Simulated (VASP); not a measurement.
## AlN: single point with PBE

The system is AlN.

```
CELL_PARAMETERS angstrom
0.00000 2.18399 2.18399
2.18399 0.00000 2.18399
2.18399 2.18399 0.00000
ATOMIC_POSITIONS crystal
Al 0.00000 0.00000 0.00000
N 0.25000 0.25000 0.25000
```

```json
{"Program": "VASP 6.6.1", "Task": "single point", "Functional": "PBE", "Potentials or basis": "VASP PAW PBE potentials, release 64 (Al, N)", "Cutoff": "600 eV", "k mesh": "10 × 10 × 10", "Occupations": "gaussian, width 0.01 eV", "Spin": "no spin polarisation"}
```

The pressure is 4.5 GPa. The band gap on the k mesh is 3.32 eV (least direct gap 4.20 eV).

Levels at points of the mesh, in eV from the valence-band top:
```
           k point  band 2  band 3  band 4  band 5  band 6  band 7
(0.00, 0.00, 0.00)    0.00    0.00    0.00    4.20   12.56   12.56
(0.50, 0.00, 0.00)   -5.85   -0.48   -0.48    7.38    9.87   11.15
(0.50, 0.50, 0.00)   -4.90   -1.77   -1.77    3.32    8.62   13.96
```

It took 27 s on 1 thread of Intel Xeon 8259CL, with other jobs on the host, peak memory 0.15 GiB.

Caveat: the cell stands under pressure. A k mesh can miss the band edges.
